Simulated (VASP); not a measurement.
# AlFe2 (Fd-3m) in VASP: single point with PBEsol

Aim: the single point of AlFe2 with PBEsol.

Program: VASP 6.6.1. These are calculated values, not measurements. Logs are shortened: lines on timing, memory, paths and dates and some standing lists are left out, and cuts for length are marked.

### Step 1. The cell of the first run

Symmetry: Fd-3m, No. 227, cubic system. The conventional cell has a = 6.703 Å, b = 6.703 Å, c = 6.703 Å, α = 90.00°, β = 90.00°, γ = 90.00°. Al (site symmetry -43m) has 12 Fe at 2.78 Å and 4 Al at 2.90 Å within 3.7 Å. Within 3.1 Å of Fe (site symmetry -3m) lie 6 Fe at 2.37 Å and 6 Al at 2.78 Å.

### Step 2. Single point, PBEsol

Contents of INCAR:

```
SYSTEM = AlFe2
ALGO     = Fast           ! electronic algorithm
EDIFF    = 1E-6           ! SCF threshold, eV
ENCUT    = 520            ! plane-wave cutoff, eV
GGA      = PS             ! functional
ISIF     = 2              ! what is computed and relaxed
ISMEAR   = 0              ! smearing method
LASPH    = .True.         ! aspherical terms in the spheres
LCHARG   = .False.        ! write CHGCAR
LREAL    = .False.        ! projectors in reciprocal space
LWAVE    = .False.        ! write WAVECAR
NBANDS   = 28             ! bands
NELM     = 60             ! most SCF steps
PREC     = Accurate       ! precision mode
SIGMA    = 0.1            ! smearing width, eV
```

Contents of KPOINTS:

```
k-points
0
Gamma
  10 10 10
  0 0 0
```

Contents of POSCAR:

```
AlFe2
1.0
    0.0000000000      3.3513150000      3.3513150000
    3.3513150000      0.0000000000      3.3513150000
    3.3513150000      3.3513150000      0.0000000000
Al Fe
2 4
Direct
    0.2500000000      0.2500000000      0.2500000000
    0.0000000000      0.0000000000      0.0000000000
    0.6250000000      0.1250000000      0.6250000000
    0.6250000000      0.6250000000      0.1250000000
    0.1250000000      0.6250000000      0.6250000000
    0.6250000000      0.6250000000      0.6250000000
```

Potentials or basis: VASP PAW PBE potentials, release 64 (Al, Fe).

On the command line:

```
$ cat potpaw_PBE.64/Al/POTCAR potpaw_PBE.64/Fe/POTCAR > POTCAR
$ mpirun -np 1 vasp_std > vasp.out
```

OUTCAR:

```text
SYSTEM = AlFe2
   EDIFF = 1E-6
   ENCUT = 520
   GGA = PS
   ISIF = 2
   ISMEAR = 0
   LASPH = .True.
   LREAL = .False.
   NELM = 60
   PREC = Accurate

 ion  position               nearest neighbor table
   1  0.250  0.250  0.250-   3 2.78   4 2.78   5 2.78   3 2.78   5 2.78   6 2.78   4 2.78   5 2.78
                             6 2.78   3 2.78   4 2.78   6 2.78   2 2.90   2 2.90   2 2.90   2 2.90
   2  0.000  0.000  0.000-   3 2.78   4 2.78   6 2.78   4 2.78   5 2.78   6 2.78   3 2.78   5 2.78
                             6 2.78   3 2.78   4 2.78   5 2.78   1 2.90   1 2.90   1 2.90   1 2.90
   3  0.625  0.125  0.625-   6 2.37   4 2.37   4 2.37   5 2.37   6 2.37   5 2.37   1 2.78   1 2.78
                             2 2.78   1 2.78   2 2.78   2 2.78
   4  0.625  0.625  0.125-   6 2.37   3 2.37   5 2.37   6 2.37   3 2.37   5 2.37   1 2.78   2 2.78
                             2 2.78   1 2.78   2 2.78   1 2.78
   5  0.125  0.625  0.625-   6 2.37   4 2.37   3 2.37   3 2.37   4 2.37   6 2.37   1 2.78   2 2.78
                             1 2.78   2 2.78   1 2.78   2 2.78
   6  0.625  0.625  0.625-   3 2.37   4 2.37   5 2.37   4 2.37   3 2.37   5 2.37   2 2.78   1 2.78
                             2 2.78   1 2.78   2 2.78   1 2.78

  LATTYP: Found a face centered cubic cell.
 ALAT       =     6.7026300000

  Lattice vectors:

 A1 = (   0.0000000000,   3.3513150000,   3.3513150000)
 A2 = (   3.3513150000,   0.0000000000,   3.3513150000)
 A3 = (   3.3513150000,   3.3513150000,   0.0000000000)

Analysis of symmetry for initial positions (statically):
=====================================================================
 Subroutine PRICEL returns:
 Original cell was already a primitive cell.

 Routine SETGRP: Setting up the symmetry group for a
 face centered cubic supercell.

 Subroutine GETGRP returns: Found 48 space group operations
 (whereof 24 operations were pure point group operations)
 out of a pool of 48 trial point group operations.

The static configuration has the point symmetry T_d .
 The point group associated with its full space group is O_h .

Analysis of symmetry for dynamics (positions and initial velocities):
=====================================================================
 Subroutine PRICEL returns:
 Original cell was already a primitive cell.

 Routine SETGRP: Setting up the symmetry group for a
 face centered cubic supercell.

 Subroutine GETGRP returns: Found 48 space group operations
 (whereof 24 operations were pure point group operations)
 out of a pool of 48 trial point group operations.

The dynamic configuration has the point symmetry T_d .
 The point group associated with its full space group is O_h .

 Subroutine INISYM returns: Found 48 space group operations
 (whereof 24 operations are pure point group operations),
 and found     1 'primitive' translations

----------------------------------------------------------------------------------------

                                     Primitive cell

  volume of cell :      75.2793

  direct lattice vectors                    reciprocal lattice vectors
     0.000000000  3.351315000  3.351315000    -0.149195167  0.149195167  0.149195167
     3.351315000  0.000000000  3.351315000     0.149195167 -0.149195167  0.149195167
     3.351315000  3.351315000  0.000000000     0.149195167  0.149195167 -0.149195167

  length of vectors
     4.739475125  4.739475125  4.739475125     0.258413609  0.258413609  0.258413609

  position of ions in fractional coordinates (direct lattice)
     0.250000000  0.250000000  0.250000000
     0.000000000  0.000000000  0.000000000
     0.625000000  0.125000000  0.625000000
     0.625000000  0.625000000  0.125000000
     0.125000000  0.625000000  0.625000000
     0.625000000  0.625000000  0.625000000

  ion indices of the primitive-cell ions
   primitive index   ion index
                 1           1
                 2           2
                 3           3
                 4           4
                 5           5
                 6           6

----------------------------------------------------------------------------------------

 KPOINTS: k-points

Automatic generation of k-mesh.
 Grid dimensions read from file:
 generate k-points for:   10   10   10

 Generating k-lattice:

  Cartesian coordinates                     Fractional coordinates (reciprocal lattice)
    -0.014919517  0.014919517  0.014919517     0.100000000  0.000000000  0.000000000
     0.014919517 -0.014919517  0.014919517     0.000000000  0.100000000  0.000000000
     0.014919517  0.014919517 -0.014919517     0.000000000  0.000000000  0.100000000

  Length of vectors
     0.025841361  0.025841361  0.025841361

  Shift w.r.t. Gamma in fractional coordinates (k-lattice)
     0.000000000  0.000000000  0.000000000

 Subroutine IBZKPT returns following result:
 ===========================================

 Found     47 irreducible k-points:

 Following reciprocal coordinates:
            Coordinates               Weight
  0.000000  0.000000  0.000000      1.000000
  0.100000  0.000000  0.000000      8.000000
  0.200000  0.000000  0.000000      8.000000
  0.300000  0.000000  0.000000      8.000000
  0.400000  0.000000  0.000000      8.000000
  0.500000  0.000000  0.000000      4.000000
[... 16 lines left out ...]
  0.300000  0.300000  0.000000      6.000000
  0.400000  0.300000  0.000000     24.000000
 [... further k-points ...]
   k-points           NKPTS =     47   k-points in BZ     NKDIM =     47   number of bands    NBANDS=     28
   number of dos      NEDOS =    301   number of ions     NIONS =      6
   total plane-waves  NPLWV =  46656
   dimension x,y,z NGX =    36 NGY =   36 NGZ =   36
   dimension x,y,z NGXF=    72 NGYF=   72 NGZF=   72
   ions per type =               2   4
   NGX,Y,Z   is equivalent  to a cutoff of  12.63, 12.63, 12.63 a.u.
   NGXF,Y,Z  is equivalent  to a cutoff of  25.26, 25.26, 25.26 a.u.
 SYSTEM =  AlFe2
   PREC   = accura    normal or accurate (medium, high low for compatibility)
   ISTART =      0    job   : 0-new  1-cont  2-samecut
   ICHARG =      2    charge: 1-file 2-atom 10-const
   ISPIN  =      1    spin polarized calculation?
   LNONCOLLINEAR =      F non collinear calculations
   LSORBIT =      F    spin-orbit coupling
   LASPH  =      T    aspherical Exc in radial PAW
   ENCUT  =  520.0 eV  38.22 Ry    6.18 a.u.   8.81  8.81  8.81*2*pi/ulx,y,z
   NELM   =     60;   NELMIN=  2; NELMDL= -5     # of ELM steps
   EDIFF  = 0.1E-05   stopping-criterion for ELM
   LREAL  =      F    real-space projection
   EDIFFG = 0.1E-04   stopping-criterion for IOM
   NSW    =      0    number of steps for IOM
   IBRION =     -1    ionic relax: 0-MD 1-quasi-New 2-CG
   NFREE  =      0    steps in history (QN), initial steepest desc. (CG)
   ISIF   =      2    stress and relaxation
   ISYM   =      2    0-nonsym 1-usesym 2-fastsym
   POTIM  = 0.5000    time-step for ionic-motion
   TEBEG  =    0.0;   TEEND  =   0.0 temperature during run
   PSTRESS=    0.0 pullay stress
   NELECT =      38.0000    total number of electrons
   NUPDOWN=      -1.0000    fix difference up-down
   EMIN   =  10.00;   EMAX   =-10.00  energy-range for DOS
   EFERMI =   0.00;   METHOD = LEGACY
   ISMEAR =     0;   SIGMA  =   0.10  broadening in eV -4-tet -1-fermi 0-gaus
   EFERMI_NEDOS =   21; number of points for ismear=-14 and -15
   IALGO  =     68    algorithm
   IMIX   =      4    mixing-type and parameters
     AMIX     =   0.40;   BMIX     =  1.00
     AMIX_MAG =   1.60;   BMIX_MAG =  1.00
  volume/ion in A,a.u.               =      12.55        84.67
  Fermi-wavevector in a.u.,A,eV,Ry     =   1.303499  2.463256 23.117799  1.699110
  Thomas-Fermi vector in A             =   2.434497
   LORBIT       =      0    0 simple, 1 ext, 2 COOP (PROOUT), +10 PAW based schemes
   GGA     = PS    functional components
   LHFCALC =     F    Hartree Fock is set to
   AEXX    =    0.0000 exact exchange contribution
   IVDW    =     0    specifies the selected vdW correction
   LEPSILON=     F    determine dielectric tensor
   LRPA    =     F    only Hartree local field effects (RPA)
 non-spin polarized calculation
 RMM-DIIS sequential band-by-band and
 Gauss-broadening in eV      SIGMA  =   0.10
  energy-cutoff  :      520.00
  volume of cell :       75.28
 maximum number of plane-waves:      2085
   NGX = 17   NGY = 17   NGZ = 17

 number of electron      37.9999969 magnetization

 Free energy of the ion-electron system (eV)
  ---------------------------------------------------
  ext. energy  EPLUGINS =         0.00000000
  ---------------------------------------------------
  free energy    TOTEN  =       -43.80264703 eV

  energy without entropy =      -43.72965023  energy(sigma->0) =      -43.76614863

 E-fermi :   6.9014     XC(G=0): -12.2148

 val. band max:        6.8997971060   @ k =   0.5000   0.4000   0.0000
 cond. band min:       6.9042659006   @ k =   0.5000   0.4000   0.1000
 fundamental gap:      0.0044687946
 Fermi energy:         6.9014207549

 k-point     1 :       0.0000    0.0000    0.0000
  band No.  band energies     occupation
      1      -2.9120      2.00000
      2       1.7394      2.00000
      3       3.0208      2.00000
      4       3.0208      2.00000
      5       3.0208      2.00000
      6       3.4271      2.00000
[... 20 lines left out ...]
     27      10.2223      0.00000
     28      10.7723      0.00000

 k-point     2 :       0.1000    0.0000    0.0000
  band No.  band energies     occupation
      1      -2.8083      2.00000
      2       1.7851      2.00000
      3       2.8924      2.00000
      4       3.0717      2.00000
      5       3.0717      2.00000
      6       3.3513      2.00000
[... 20 lines left out ...]
     27       9.7555      0.00000
     28      10.5307      0.00000

 k-point     3 :       0.2000    0.0000    0.0000
  band No.  band energies     occupation
      1      -2.5005      2.00000
      2       1.8603      2.00000
      3       2.4643      2.00000
      4       3.2178      2.00000
      5       3.2178      2.00000
      6       3.2460      2.00000
[... 20 lines left out ...]
     27       9.6479      0.00000
     28      10.1696      0.00000

 k-point     4 :       0.3000    0.0000    0.0000
  band No.  band energies     occupation
      1      -1.9998      2.00000
      2       1.4303      2.00000
      3       2.2423      2.00000
      4       3.2308      2.00000
      5       3.4329      2.00000
      6       3.4329      2.00000
[... 20 lines left out ...]
     27       9.9771      0.00000
     28       9.9771      0.00000

 k-point     5 :       0.4000    0.0000    0.0000
  band No.  band energies     occupation
      1      -1.3340      2.00000
      2       0.5341      2.00000
      3       2.2939      2.00000
      4       3.3573      2.00000
      5       3.6356      2.00000
      6       3.6356      2.00000
[... 20 lines left out ...]
     27      10.3641      0.00000
     28      10.3641      0.00000

 k-point     6 :       0.5000    0.0000    0.0000
  band No.  band energies     occupation
      1      -0.7395      2.00000
      2      -0.1588      2.00000
      3       2.3084      2.00000
      4       3.4695      2.00000
      5       3.7083      2.00000
      6       3.7083      2.00000
[... 463 lines left out ...]
      5       3.2408      2.00000
      6       3.4253      2.00000
[... 20 lines left out ...]
     27      10.3984      0.00000
     28      11.4767      0.00000

 k-point    22 :      -0.2000    0.2000    0.0000
  band No.  band energies     occupation
      1      -1.8359      2.00000
      2       1.8334      2.00000
      3       1.9071      2.00000
      4       3.0652      2.00000
      5       3.2161      2.00000
      6       3.3566      2.00000
[... 20 lines left out ...]
     27       9.6983      0.00000
     28      11.1590      0.00000

 k-point    23 :       0.3000    0.3000    0.0000
  band No.  band energies     occupation
      1      -1.7072      2.00000
      2       1.8732      2.00000
      3       2.2784      2.00000
      4       3.1546      2.00000
      5       3.1546      2.00000
      6       3.3638      2.00000
[... 20 lines left out ...]
     27      12.0396      0.00000
     28      12.5796      0.00000

 k-point    24 :       0.4000    0.3000    0.0000
  band No.  band energies     occupation
      1      -1.2347      2.00000
      2       1.4774      2.00000
      3       2.2669      2.00000
      4       2.9048      2.00000
      5       3.1382      2.00000
      6       3.5495      2.00000
[... 20 lines left out ...]
     27      12.1215      0.00000
     28      12.5272      0.00000

 [... further k-points ...]

------------------------ aborting loop because EDIFF is reached ----------------------------------------

  FORCE on cell =-STRESS in cart. coord.  units (eV):
  Direction    XX          YY          ZZ          XY          YZ          ZX
  --------------------------------------------------------------------------------------
  -------------------------------------------------------------------------------------
  Total       -7.8631956     -7.8631956     -7.8631956      0.0000000      0.0000000      0.0000000
  in kB     -167.3531587   -167.3531587   -167.3531587      0.0000000      0.0000000      0.0000000
  external PRESSURE =    -167.3531587 kB  Pullay stress =       0.0000000 kB

 VOLUME and BASIS-vectors are now :
 -----------------------------------------------------------------------------
  energy-cutoff  :      520.00
  volume of cell :       75.28
      direct lattice vectors                 reciprocal lattice vectors
     0.000000000  3.351315000  3.351315000    -0.149195167  0.149195167  0.149195167
     3.351315000  0.000000000  3.351315000     0.149195167 -0.149195167  0.149195167
     3.351315000  3.351315000  0.000000000     0.149195167  0.149195167 -0.149195167

 POSITION                                       TOTAL-FORCE (eV/Angst)
 -----------------------------------------------------------------------------------
      1.67566      1.67566      1.67566        -0.000000     -0.000000     -0.000000
      0.00000      0.00000      0.00000         0.000000      0.000000     -0.000000
      2.51349      4.18914      2.51349        -0.000000     -0.000000      0.000000
      2.51349      2.51349      4.18914        -0.000000     -0.000000      0.000000
      4.18914      2.51349      2.51349        -0.000000     -0.000000      0.000000
      4.18914      4.18914      4.18914        -0.000000     -0.000000      0.000000
 -----------------------------------------------------------------------------------
    total drift:                                0.000000      0.000000      0.000000

  FREE ENERGIE OF THE ION-ELECTRON SYSTEM (eV)
  ---------------------------------------------------
  free  energy   TOTEN  =       -43.8026470253 eV

  energy  without entropy=      -43.7296502278  energy(sigma->0) =      -43.76614863
```

Wall time 2.7 min (1 thread of Intel Xeon Platinum 8259CL at 2.50GHz (Skylake/Cascade Lake), shared host); peak memory 0.25 GiB.

What came out:

```
Free energy            : -43.8026 eV
Pressure               : -16.7 GPa
Band gap on the k mesh : zero (bands 19 and 20 overlap by 0.47 eV)
```

Caveat: the cell stands under tension; the PAW data sets were made with another functional, which shifts forces and pressure a little; the run has no spin polarisation, though such a crystal can be magnetic.
